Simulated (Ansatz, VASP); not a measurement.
# Ge: VASP beside Ansatz

```
Ge
1.0
     0.00000    2.83817    2.83817
     2.83817    0.00000    2.83817
     2.83817    2.83817    0.00000
Ge
2
Cartesian
  2.8382 2.8382 2.8382
  4.2573 4.2573 4.2573
```

Change from the starting cell: volume scaled by 1.01, crystal datasets.

Alike in both runs: task electric field gradients; functional LDA; k mesh 10 × 10 × 10; occupations fermi-dirac, width 0.05 eV; no spin polarisation.

```csv
,VASP,Ansatz
version,VASP 6.6.1,Ansatz 0.2.0
potentials or method,"VASP PAW LDA potentials, release 64 (Ge_d), cutoff 520 eV","all-electron PAW with datasets made for the crystal, scalar-relativistic"
```

Ansatz gave:

| Item | Value |
| --- | --- |
| pressure (GPa) | -1.9 |

**Question.** What did VASP give for the same quantities?

**Answer.** Pressure (GPa): -1.8.

LDA's correlation is that of Perdew and Zunger in VASP and of Perdew and Wang (1992) in Ansatz. Ansatz ran all-electron here, and VASP with PAW potentials.
